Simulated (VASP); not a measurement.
# KCl (P4/mmm) in VASP: notebook

The runs below take KCl through single point, with PBE.

All numbers are computed with VASP 6.6.1; they aren't measurements. Logs are shortened: lines on timing, memory, paths and dates and some standing lists are left out, and cuts for length are marked.

## Step 1: The cell of the first run

Symmetry: P4/mmm, No. 123, tetragonal system. The conventional cell has a = 3.892 Å, b = 3.892 Å, c = 3.736 Å, α = 90.00°, β = 90.00°, γ = 90.00°. K (site symmetry 4/mmm) has 8 Cl at 3.33 Å and 6 K at 3.74 to 3.89 Å within 4.4 Å. Cl (site symmetry 4/mmm) has 8 K at 3.33 Å and 6 Cl at 3.74 to 3.89 Å within 4.4 Å.

## Step 2: Single point, PBE

INCAR

```
ALGO = Normal ; EDIFF = 1E-6
ENCUT = 520 ; GGA = PE
ISIF = 2 ; ISMEAR = 0
LASPH = T ; LCHARG = F
LREAL = F ; LWAVE = F
NBANDS = 15 ; NELM = 100
PREC = Accurate ; SIGMA = 0.05
```

KPOINTS

```
k-points
0
Gamma
  8 8 8
```

POSCAR

```
KCl
1.0
    3.8917942621      0.0000000000      0.0000000000
    0.0000000000      3.8917942621      0.0000000000
    0.0000000000      0.0000000000      3.7361224916
K Cl
1 1
Direct
    0.0000000000      0.0000000000      0.0000000000
    0.5000000000      0.5000000000      0.5000000000
```

Potentials or basis: VASP PAW PBE potentials, release 64 (K_sv, Cl).

Run with:

```
> cat potpaw_PBE.64/K_sv/POTCAR potpaw_PBE.64/Cl/POTCAR > POTCAR
> mpirun -np 1 vasp_std > vasp.out
```

OUTCAR:

```text
EDIFF = 1E-6
   ENCUT = 520
   GGA = PE
   ISIF = 2
   ISMEAR = 0
   LASPH = T
   LREAL = F
   NELM = 100
   PREC = Accurate

 ion  position               nearest neighbor table
   1  0.000  0.000  0.000-
   2  0.500  0.500  0.500-

  LATTYP: Found a simple tetragonal cell.
 ALAT       =     3.8917942621
 C/A-ratio  =     0.9600000000

  Lattice vectors:

 A1 = (   3.8917942621,   0.0000000000,   0.0000000000)
 A2 = (   0.0000000000,   3.8917942621,   0.0000000000)
 A3 = (   0.0000000000,   0.0000000000,   3.7361224916)

Analysis of symmetry for initial positions (statically):
=====================================================================
 Subroutine PRICEL returns:
 Original cell was already a primitive cell.

 Routine SETGRP: Setting up the symmetry group for a
 simple tetragonal supercell.

 Subroutine GETGRP returns: Found 16 space group operations
 (whereof 16 operations were pure point group operations)
 out of a pool of 16 trial point group operations.

The static configuration has the point symmetry D_4h.

Analysis of symmetry for dynamics (positions and initial velocities):
=====================================================================
 Subroutine PRICEL returns:
 Original cell was already a primitive cell.

 Routine SETGRP: Setting up the symmetry group for a
 simple tetragonal supercell.

 Subroutine GETGRP returns: Found 16 space group operations
 (whereof 16 operations were pure point group operations)
 out of a pool of 16 trial point group operations.

The dynamic configuration has the point symmetry D_4h.

 Subroutine INISYM returns: Found 16 space group operations
 (whereof 16 operations are pure point group operations),
 and found     1 'primitive' translations

----------------------------------------------------------------------------------------

                                     Primitive cell

  volume of cell :      56.5875

  direct lattice vectors                    reciprocal lattice vectors
     3.891794262  0.000000000  0.000000000     0.256950890  0.000000000  0.000000000
     0.000000000  3.891794262  0.000000000     0.000000000  0.256950890  0.000000000
     0.000000000  0.000000000  3.736122492     0.000000000  0.000000000  0.267657177

  length of vectors
     3.891794262  3.891794262  3.736122492     0.256950890  0.256950890  0.267657177

  position of ions in fractional coordinates (direct lattice)
     0.000000000  0.000000000  0.000000000
     0.500000000  0.500000000  0.500000000

  ion indices of the primitive-cell ions
   primitive index   ion index
                 1           1
                 2           2

----------------------------------------------------------------------------------------

 KPOINTS: k-points

Automatic generation of k-mesh.
 Grid dimensions read from file:
 generate k-points for:    8    8    8

 Generating k-lattice:

  Cartesian coordinates                     Fractional coordinates (reciprocal lattice)
     0.032118861  0.000000000  0.000000000     0.125000000  0.000000000  0.000000000
     0.000000000  0.032118861  0.000000000     0.000000000  0.125000000  0.000000000
     0.000000000  0.000000000  0.033457147     0.000000000  0.000000000  0.125000000

  Length of vectors
     0.032118861  0.032118861  0.033457147

  Shift w.r.t. Gamma in fractional coordinates (k-lattice)
     0.000000000  0.000000000  0.000000000

 Subroutine IBZKPT returns following result:
 ===========================================

 Found     75 irreducible k-points:

 Following reciprocal coordinates:
            Coordinates               Weight
  0.000000  0.000000  0.000000      1.000000
  0.125000  0.000000  0.000000      4.000000
  0.250000  0.000000  0.000000      4.000000
  0.375000  0.000000  0.000000      4.000000
  0.500000  0.000000  0.000000      2.000000
  0.125000  0.125000  0.000000      4.000000
[... 16 lines left out ...]
  0.375000  0.125000  0.125000     16.000000
  0.500000  0.125000  0.125000      8.000000
 [... further k-points ...]
   k-points           NKPTS =     75   k-points in BZ     NKDIM =     75   number of bands    NBANDS=     15
   number of dos      NEDOS =    301   number of ions     NIONS =      2
   total plane-waves  NPLWV =  25200
   dimension x,y,z NGX =    30 NGY =   30 NGZ =   28
   dimension x,y,z NGXF=    60 NGYF=   60 NGZF=   56
   ions per type =               1   1
   NGX,Y,Z   is equivalent  to a cutoff of  12.82, 12.82, 12.46 a.u.
   NGXF,Y,Z  is equivalent  to a cutoff of  25.63, 25.63, 24.92 a.u.
 SYSTEM =  unknown system
   PREC   = accura    normal or accurate (medium, high low for compatibility)
   ISTART =      0    job   : 0-new  1-cont  2-samecut
   ICHARG =      2    charge: 1-file 2-atom 10-const
   ISPIN  =      1    spin polarized calculation?
   LNONCOLLINEAR =      F non collinear calculations
   LSORBIT =      F    spin-orbit coupling
   LASPH  =      T    aspherical Exc in radial PAW
   ENCUT  =  520.0 eV  38.22 Ry    6.18 a.u.   7.24  7.24  6.95*2*pi/ulx,y,z
   NELM   =    100;   NELMIN=  2; NELMDL= -5     # of ELM steps
   EDIFF  = 0.1E-05   stopping-criterion for ELM
   LREAL  =      F    real-space projection
   EDIFFG = 0.1E-04   stopping-criterion for IOM
   NSW    =      0    number of steps for IOM
   IBRION =     -1    ionic relax: 0-MD 1-quasi-New 2-CG
   NFREE  =      0    steps in history (QN), initial steepest desc. (CG)
   ISIF   =      2    stress and relaxation
   ISYM   =      2    0-nonsym 1-usesym 2-fastsym
   POTIM  = 0.5000    time-step for ionic-motion
   TEBEG  =    0.0;   TEEND  =   0.0 temperature during run
   PSTRESS=    0.0 pullay stress
   NELECT =      16.0000    total number of electrons
   NUPDOWN=      -1.0000    fix difference up-down
   EMIN   =  10.00;   EMAX   =-10.00  energy-range for DOS
   EFERMI =   0.00;   METHOD = LEGACY
   ISMEAR =     0;   SIGMA  =   0.05  broadening in eV -4-tet -1-fermi 0-gaus
   EFERMI_NEDOS =   21; number of points for ismear=-14 and -15
   IALGO  =     38    algorithm
   IMIX   =      4    mixing-type and parameters
     AMIX     =   0.40;   BMIX     =  1.00
     AMIX_MAG =   1.60;   BMIX_MAG =  1.00
  volume/ion in A,a.u.               =      28.29       190.94
  Fermi-wavevector in a.u.,A,eV,Ry     =   1.074504  2.030517 15.708715  1.154558
  Thomas-Fermi vector in A             =   2.210334
   LORBIT       =      0    0 simple, 1 ext, 2 COOP (PROOUT), +10 PAW based schemes
   GGA     = PE    functional components
   LHFCALC =     F    Hartree Fock is set to
   AEXX    =    0.0000 exact exchange contribution
   IVDW    =     0    specifies the selected vdW correction
   LEPSILON=     F    determine dielectric tensor
   LRPA    =     F    only Hartree local field effects (RPA)
 non-spin polarized calculation
 Gauss-broadening in eV      SIGMA  =   0.05
  energy-cutoff  :      520.00
  volume of cell :       56.59
 maximum number of plane-waves:      1544
 NGX is ok and might be reduce to    30

 number of electron      15.9999998 magnetization

 Free energy of the ion-electron system (eV)
  ---------------------------------------------------
  ext. energy  EPLUGINS =         0.00000000
  ---------------------------------------------------
  free energy    TOTEN  =        -6.64689379 eV

  energy without entropy =       -6.64689379  energy(sigma->0) =       -6.64689379

 E-fermi :  -0.4007     XC(G=0):  -8.0715

 val. band max:       -0.7033581465   @ k =   0.5000   0.5000   0.0000
 cond. band min:       3.9492743571   @ k =   0.0000   0.0000   0.0000
 fundamental gap:      4.6526325036
 Fermi energy:        -0.4007110378

 k-point     1 :       0.0000    0.0000    0.0000
  band No.  band energies     occupation
      1     -28.9053      2.00000
      2     -13.3949      2.00000
      3     -12.2961      2.00000
      4     -12.2961      2.00000
      5     -12.2776      2.00000
      6      -1.1015      2.00000
      7      -1.1015      2.00000
      8      -0.8797      2.00000
      9       3.9493      0.00000
     10       5.6528      0.00000
     11       5.8315      0.00000
     12       9.6184      0.00000
     13       9.9029      0.00000
     14       9.9029      0.00000
     15      12.5723      0.00000

 k-point     2 :       0.1250    0.0000    0.0000
  band No.  band energies     occupation
      1     -28.9029      2.00000
      2     -13.4236      2.00000
      3     -12.2920      2.00000
      4     -12.2739      2.00000
      5     -12.2705      2.00000
      6      -1.3759      2.00000
      7      -1.1054      2.00000
      8      -0.8804      2.00000
      9       4.3102      0.00000
     10       5.8783      0.00000
     11       6.0196      0.00000
     12       9.5872      0.00000
     13       9.8524      0.00000
     14       9.9699      0.00000
     15      12.0860      0.00000

 k-point     3 :       0.2500    0.0000    0.0000
  band No.  band energies     occupation
      1     -28.8972      2.00000
      2     -13.4916      2.00000
      3     -12.2820      2.00000
      4     -12.2651      2.00000
      5     -12.2082      2.00000
      6      -1.9350      2.00000
      7      -1.1154      2.00000
      8      -0.8825      2.00000
      9       5.1548      0.00000
     10       6.2652      0.00000
     11       6.6928      0.00000
     12       9.5584      0.00000
     13       9.7696      0.00000
     14      10.1457      0.00000
     15      10.9574      0.00000
[... 343 lines left out ...]
 k-point    23 :       0.3750    0.1250    0.1250
  band No.  band energies     occupation
      1     -28.8856      2.00000
      2     -13.4769      2.00000
      3     -12.3218      2.00000
      4     -12.2962      2.00000
      5     -12.1753      2.00000
      6      -2.2731      2.00000
      7      -1.2690      2.00000
      8      -1.0825      2.00000
      9       6.3871      0.00000
     10       6.9668      0.00000
     11       7.4028      0.00000
     12       9.0083      0.00000
     13       9.1777      0.00000
     14       9.4655      0.00000
     15      11.1267      0.00000

 k-point    24 :       0.5000    0.1250    0.1250
  band No.  band energies     occupation
      1     -28.8833      2.00000
      2     -13.4892      2.00000
      3     -12.3008      2.00000
      4     -12.2919      2.00000
      5     -12.1883      2.00000
      6      -2.4303      2.00000
      7      -1.2633      2.00000
      8      -1.0652      2.00000
      9       6.9853      0.00000
     10       7.0810      0.00000
     11       7.2179      0.00000
     12       8.9465      0.00000
     13       9.3587      0.00000
     14       9.4430      0.00000
     15      10.8755      0.00000

 [... further k-points ...]

------------------------ aborting loop because EDIFF is reached ----------------------------------------

  FORCE on cell =-STRESS in cart. coord.  units (eV):
  Direction    XX          YY          ZZ          XY          YZ          ZX
  --------------------------------------------------------------------------------------
  -------------------------------------------------------------------------------------
  Total       -0.2222172     -0.2222172      0.4009981      0.0000000      0.0000000     -0.0000000
  in kB       -6.2916915     -6.2916915     11.3535604      0.0000000      0.0000000     -0.0000000
  external PRESSURE =      -0.4099409 kB  Pullay stress =       0.0000000 kB

 VOLUME and BASIS-vectors are now :
 -----------------------------------------------------------------------------
  energy-cutoff  :      520.00
  volume of cell :       56.59
      direct lattice vectors                 reciprocal lattice vectors
     3.891794262  0.000000000  0.000000000     0.256950890  0.000000000  0.000000000
     0.000000000  3.891794262  0.000000000     0.000000000  0.256950890  0.000000000
     0.000000000  0.000000000  3.736122492     0.000000000  0.000000000  0.267657177

 POSITION                                       TOTAL-FORCE (eV/Angst)
 -----------------------------------------------------------------------------------
      0.00000      0.00000      0.00000         0.000000      0.000000      0.000000
      1.94590      1.94590      1.86806         0.000000      0.000000      0.000000
 -----------------------------------------------------------------------------------
    total drift:                                0.000000      0.000000     -0.000000

  FREE ENERGIE OF THE ION-ELECTRON SYSTEM (eV)
  ---------------------------------------------------
  free  energy   TOTEN  =        -6.6468937859 eV

  energy  without entropy=       -6.6468937859  energy(sigma->0) =       -6.64689379
```

Wall time 89 s (1 thread of Intel Xeon 8259CL, shared host); peak memory 0.2 GiB.

Results:

| Item | Value |
| --- | --- |
| Free energy | -6.6469 eV |
| Pressure | 0.0 GPa |
| Band gap on the k mesh | 4.65 eV (least direct gap 4.83 eV) |

 A k mesh can miss the band edges.

## Step 3: Single point, PBE

This run uses another cell than the first one, of the same volume but with other edges.

INCAR

```
ALGO = Normal
EDIFF = 1E-6
ENCUT = 520
GGA = PE
ISIF = 2
ISMEAR = 0
LASPH = T
LCHARG = F
LREAL = F
LWAVE = F
NBANDS = 15
NELM = 80
PREC = Accurate
SIGMA = 0.05
```

KPOINTS is that of step 2.

POSCAR

```
KCl
1.0
    3.7772626537      0.0000000000      0.0000000000
    0.0000000000      3.7772626537      0.0000000000
    0.0000000000      0.0000000000      3.9661257864
K Cl
1 1
Direct
    0.0000000000      0.0000000000      0.0000000000
    0.5000000000      0.5000000000      0.5000000000
```

Potentials or basis: VASP PAW PBE potentials, release 64 (K_sv, Cl).

Run with:

```
> cat potpaw_PBE.64/K_sv/POTCAR potpaw_PBE.64/Cl/POTCAR > POTCAR
> mpirun -np 1 vasp_std > vasp.out
```

It took 61 s on 1 thread of Intel Xeon 8259CL, shared host; peak memory 0.2 GiB.

Results (log left out):

- Free energy: -6.6433 eV
- Pressure: 0.0 GPa
- Band gap on the k mesh: 4.69 eV (least direct gap 4.88 eV)

Stress tensor (GPa, compression positive):
```
 0.66  0.00  0.00
 0.00  0.66  0.00
 0.00  0.00 -1.43
```

Levels at points of the mesh, in eV from the valence-band top:
```
           k point  band 5  band 6  band 7  band 8  band 9  band 10  band 11  band 12
(0.00, 0.00, 0.00)  -11.54   -0.44   -0.19   -0.19    4.69     6.42     6.58    10.46
(0.50, 0.00, 0.00)  -11.42   -1.84   -0.45   -0.17    7.60     7.79     8.33    10.06
(0.50, 0.50, 0.00)  -11.49   -1.26   -1.26   -0.20    6.21     6.94     8.57     8.57
(0.00, 0.00, 0.50)  -11.34   -1.83   -0.22   -0.22    7.63     7.73     7.91    10.13
(0.50, 0.00, 0.50)  -11.49   -1.32   -1.22    0.00    6.05     7.32     8.92     9.09
(0.50, 0.50, 0.50)  -11.66   -1.40   -1.40   -1.33    8.65     8.77     8.77     9.50
```

 A k mesh can miss the band edges.
